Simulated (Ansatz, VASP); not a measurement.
# Cu in VASP and in Ansatz

File INCAR:

```
ALGO = Fast
EDIFF = 1E-6
ENCUT = 520
GGA = PS
ISIF = 2
ISMEAR = 0
LASPH = True
LCHARG = True
LELF = True
LREAL = False
LVHAR = True
LWAVE = False
NBANDS = 12
NELM = 100
PREC = Accurate
SIGMA = 0.15
```

The input KPOINTS:

```
k-points
0
Gamma
  24 24 24
```

Contents of POSCAR:

```
Cu
1.0
   -1.4427933200      1.3345838210      1.3760814500
    1.4427933200     -1.3345838210      1.3760814500
    1.4427933200      1.3345838210     -1.3760814500
Cu
1
Direct
    0.0000000000      0.0000000000      0.0000000000
```

Input for Ansatz:

```yaml
crystal:
  lattice:
    - [-1.44279332, 1.334583821, 1.37608145]
    - [1.44279332, -1.334583821, 1.37608145]
    - [1.44279332, 1.334583821, -1.37608145]
  atoms:
    - { symbol: Cu, position: [0.0, 0.0, 0.0] }
basis:
  ecutwfc: 420
kpoints:
  mp_grid: { grid: [24, 24, 24] }
hamiltonian:
  xc: pbesol
scf:
  occupations: { method: gaussian, width: 0.15 }
output:
  forces: true
  stress: true
  eigenvalues: true
```

Change from the starting cell: strain -0.0750 x Voigt [0, 1, 0, 0, 0, 0], atoms carried along.

Alike in both runs: task single point; functional PBEsol; k mesh 24 × 24 × 24; occupations gaussian, width 0.15 eV; no spin polarisation.

```csv
,VASP,Ansatz
version,VASP 6.6.1,Ansatz 0.2.0
potentials or method,"VASP PAW PBE potentials, release 64 (Cu), cutoff 520 eV","scalar-relativistic, plane waves, PAW"
valence electrons in the cell,11,19
```

|  | VASP | Ansatz | Ansatz less VASP |
| --- | --- | --- | --- |
| gap on the k mesh at the Fermi level (eV) | none | none | - |
| pressure (GPa) | 14.9 | 13.6 | -1.27 |
| traceless stress, the component that is largest in VASP (GPa) | -0.68 | -0.66 | +0.014 |

VASP's potentials were made for PBE, not for PBEsol. A gap of «none» marks a metal or a gap that the smearing closes. VASP's potentials hold 11 valence electrons a cell and Ansatz's 19, so a difference there can come from the potentials and not from the codes.
